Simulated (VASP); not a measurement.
Here is a VASP 6.6.1 calculation.

File INCAR:

```
SYSTEM = TaN
PREC     = Accurate       ! precision mode
ENCUT    = 520            ! plane-wave cutoff, eV
EDIFF    = 1E-7           ! SCF threshold, eV
ISMEAR   = 0              ! smearing method
SIGMA    = 0.05           ! smearing width, eV
LREAL    = .False.        ! projectors in reciprocal space
LASPH    = .True.         ! aspherical terms in the spheres
NELM     = 150            ! most SCF steps
ALGO     = Normal         ! electronic algorithm
ISIF     = 2              ! what is computed and relaxed
LWAVE    = .False.        ! write WAVECAR
LCHARG   = .False.        ! write CHGCAR
ISPIN    = 2              ! spin polarisation
MAGMOM   = 0.25 0         ! initial moments
LORBIT   = 11             ! projections on sites
LMAXMIX  = 4              ! l up to which the mixer works
LDAU     = .True.         ! DFT+U
LDAUTYPE = 2            
LDAUL    = 2 -1           ! shell
LDAUU    = 2 0            ! U, eV
LDAUJ    = 0 0          
LDAUPRINT= 1            
GGA      = CA             ! functional
NBANDS   = 19             ! bands
```

KPOINTS

```
Automatic mesh
0
Gamma
  7 7 7
  0 0 0
```

Contents of POSCAR:

```
TaN
1.0
    2.9380011100      0.0000000000      0.0000000000
   -1.4690005500      2.5443836000      0.0000000000
    0.0000000000      0.0000000000      2.8830022100
Ta N
1 1
Direct
    0.3333333333      0.6666666667      0.5000000000
    0.0000000000      0.0000000000      0.0000000000
```

Potentials or basis: VASP PAW LDA potentials, release 64 (Ta_pv, N).

Run with:

```bash
$ cat potpaw_LDA.64/Ta_pv/POTCAR potpaw_LDA.64/N/POTCAR > POTCAR
$ mpirun -np 1 vasp_std > vasp.out
```

Predict the net moment.

0.00 μB per cell.

Predict the band gap on the k mesh.

zero (filled and empty bands overlap).

What does it give for the pressure?

-3.5 GPa.

Stress tensor (GPa, compression positive):
```
-3.13  0.00  0.00
 0.00 -3.13  0.00
 0.00  0.00 -4.39
```

Caveat: spin-orbit coupling is left out, which moves the levels of the heavy elements. The state reached can hang on the start; a lower one may exist.
